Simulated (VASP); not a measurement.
Na: single point with r2SCAN

Na:

```
Na
1.0
    -2.09729    2.09729    2.09729
     2.09729   -2.09729    2.09729
     2.09729    2.09729   -2.09729
Na
1
Direct
  0.00000 0.00000 0.00000
```

```
Program             : VASP 6.6.1
Task                : single point
Functional          : r2SCAN
Potentials or basis : VASP PAW PBE potentials, release 64 (Na_pv)
Cutoff              : 520 eV
k mesh              : 9 × 9 × 9
Occupations         : fermi-dirac, width 0.05 eV
Spin                : no spin polarisation
```

```
Pressure : 0.2 GPa
```

Levels at points of the mesh, in eV from the Fermi level:
| k point | band 1 | band 2 | band 3 | band 4 | band 5 | band 6 | band 7 |
| --- | --- | --- | --- | --- | --- | --- | --- |
| (0.00, 0.00, 0.00) | -25.99 | -25.99 | -25.99 | -3.48 | 12.47 | 12.47 | 12.47 |

It took 30 s on 1 thread of Intel(R) Xeon(R) 6975P-C (Granite Rapids) (shared host), peak memory 0.15 GiB.

Caveat: the PAW data sets were made with another functional, which shifts forces and pressure a little.
